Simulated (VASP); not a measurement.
The system is Li.

```
Li
1.0
    -1.75465    1.75465    1.75465
     1.75465   -1.75465    1.75465
     1.75465    1.75465   -1.75465
Li
1
Direct
  0.00000 0.00000 0.00000
```

- Program: VASP 6.6.1
- Task: relaxation of cell and atoms
- Functional: PBEsol
- Potentials or basis: VASP PAW PBE potentials, release 64 (Li_sv)
- Cutoff: 600 eV
- k mesh: 16 × 16 × 16
- Occupations: gaussian, width 0.1 eV
- Spin: no spin polarisation

At the start: pressure -0.9 GPa; volume 21.61 Å³/atom.

Question: How do energy, volume and symmetry change on relaxing?

Answer: Over 4 steps the energy falls by 4.8 meV/atom and the volume is 19.99 Å³/atom (-7.5 %); space group Im-3m (No. 229, to 0.05 Å).

The path:
```csv
step,energy change (eV),largest force (eV/Å),pressure (GPa),volume (Å³)
1,0.0000,0.0000,-0.91,21.61
2,-0.0019,0.0000,-0.72,21.23
3,-0.0047,0.0000,-0.19,20.30
4,-0.0048,0.0000,0.01,19.99
```

Final structure:
```cif
data_structure
_symmetry_space_group_name_H-M 'P 1'
_symmetry_Int_Tables_number 1
_cell_length_a 2.9613
_cell_length_b 2.9613
_cell_length_c 2.9613
_cell_angle_alpha 109.471
_cell_angle_beta 109.471
_cell_angle_gamma 109.471
_cell_volume 19.99
loop_
_atom_site_label
_atom_site_type_symbol
_atom_site_fract_x
_atom_site_fract_y
_atom_site_fract_z
_atom_site_occupancy
Li1 Li 0.00000 0.00000 0.00000 1
```

Caveat: the cutoff is under 1.25 times the usual one of these potentials, so pressure, stress and relaxed cells hold a basis-set (Pulay) error; the PAW data sets were made with another functional, which shifts forces and pressure a little.
